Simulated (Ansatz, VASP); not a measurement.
# Y: VASP beside Ansatz

File INCAR:

```
  PREC = Accurate
  ENCUT = 520
  EDIFF = 1E-6
  ISMEAR = -1
  SIGMA = 0.1
  LREAL = F
  LASPH = T
  NELM = 80
  ALGO = Normal
  ISIF = 2
  LWAVE = F
  LCHARG = F
  NBANDS = 12
```

KPOINTS

```
regular mesh
0
Gamma
  13 13 13
```

POSCAR

```
Y
1.0
    0.0000000000      2.4855803886      2.4855803886
    2.4855803886      0.0000000000      2.4855803886
    2.4855803886      2.4855803886      0.0000000000
Y
1
Direct
    0.0000000000      0.0000000000      0.0000000000
```

Input for Ansatz:

```yaml
crystal:
  lattice:
    - [0.0, 2.4855803886, 2.4855803886]
    - [2.4855803886, 0.0, 2.4855803886]
    - [2.4855803886, 2.4855803886, 0.0]
  atoms:
    - { symbol: "Y", position: [0.0, 0.0, 0.0] }
hamiltonian:
  xc: lda
  pseudopotentials:
    kind: paw
    azcp:
      "Y": "pseudopotentials/Y.paw.azcp"
basis:
  ecutwfc: 420
  fft_grid_basis: typed
kpoints:
  mp_grid: { grid: [13, 13, 13], shift: [0, 0, 0] }
magnetization:
  spin_polarized: false
scf:
  occupations: { method: fermi_dirac, width: 0.1 }
  lower_state_search: "off"
output:
  stress: true
  write_density: true
  write_potential: true
  elf: true
  volumetric_format: npy
```

Alike in both runs: task single point; functional LDA; k mesh 13 × 13 × 13; occupations fermi-dirac, width 0.1 eV; no spin polarisation.

|  | VASP | Ansatz |
| --- | --- | --- |
| version | VASP 6.6.1 | Ansatz 0.2.0 |
| potentials or method | VASP PAW LDA potentials, release 64 (Y_sv), cutoff 520 eV | plane waves (420 eV) with PAW, scalar-relativistic |
| valence electrons in the cell | 11 | 11 |

|  | VASP | Ansatz | Ansatz less VASP |
| --- | --- | --- | --- |
| pressure (GPa) | -1.8 | -1.6 | +0.18 |

Ansatz warns that its potentials were made for another functional, while VASP's fit it. LDA's correlation is that of Perdew and Zunger in VASP and of Perdew and Wang (1992) in Ansatz.
